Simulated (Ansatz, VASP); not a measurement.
## One calculation of Zn3Rh, two programs

Contents of INCAR:

```
SYSTEM = Zn3Rh
PREC = Accurate
ENCUT = 520
EDIFF = 1E-6
ISMEAR = 0
SIGMA = 0.1
LREAL = .FALSE.
LASPH = .TRUE.
NELM = 100
ALGO = Normal
ISIF = 2
LWAVE = .FALSE.
LCHARG = .TRUE.
GGA = CA
LELF = .TRUE.
LVHAR = .TRUE.
NBANDS = 34
```

KPOINTS

```
regular mesh
0
G
  8 8 8
  0 0 0
```

Contents of POSCAR:

```
Zn3Rh
1.0
   -1.8336455200      1.8336455200      4.0204518800
    1.8336455200     -1.8336455200      4.0204518800
    1.8336455200      1.8336455200     -4.0204518800
Zn Rh
3 1
Direct
    0.7500000000      0.2500000000      0.5000000000
    0.2500000000      0.7500000000      0.5000000000
    0.5000000000      0.5000000000      0.0000000000
    0.0000000000      0.0000000000      0.0000000000
```

Input for Ansatz:

```yaml
crystal:
  lattice:
    - [-1.83364552, 1.83364552, 4.02045188]
    - [1.83364552, -1.83364552, 4.02045188]
    - [1.83364552, 1.83364552, -4.02045188]
  atoms:
    - { symbol: Zn, position: [0.75, 0.25, 0.5] }
    - { symbol: Zn, position: [0.25, 0.75, 0.5] }
    - { symbol: Zn, position: [0.5, 0.5, 0.0] }
    - { symbol: Rh, position: [0.0, 0.0, 0.0] }
basis:
  ecutwfc: 420
kpoints:
  mp_grid: { grid: [8, 8, 8] }
hamiltonian:
  xc: lda
scf:
  occupations: { method: gaussian, width: 0.1 }
output:
  forces: true
  stress: true
  eigenvalues: true
```

Alike in both runs: task single point; functional LDA; k mesh 8 × 8 × 8; occupations gaussian, width 0.1 eV; no spin polarisation.

```csv
,VASP,Ansatz
version,VASP 6.6.1,Ansatz 0.2.0
potentials or method,"VASP PAW LDA potentials, release 64 (Zn, Rh_pv), cutoff 520 eV","scalar-relativistic, plane waves, PAW"
valence electrons in the cell,51,53
```

Ansatz gave:

- gap on the k mesh at the Fermi level (eV): none
- pressure (GPa): -7.4
- traceless stress, the component that is largest in VASP (GPa): 0.30

Problem. Estimate VASP's values.

Solution. gap on the k mesh at the Fermi level (eV): none; pressure (GPa): -6.4; traceless stress, the component that is largest in VASP (GPa): 0.25.

LDA's correlation is that of Perdew and Zunger in VASP and of Perdew and Wang (1992) in Ansatz. A gap of «none» marks a metal or a gap that the smearing closes. VASP's potentials hold 51 valence electrons a cell and Ansatz's 53, so a difference there can come from the potentials and not from the codes.
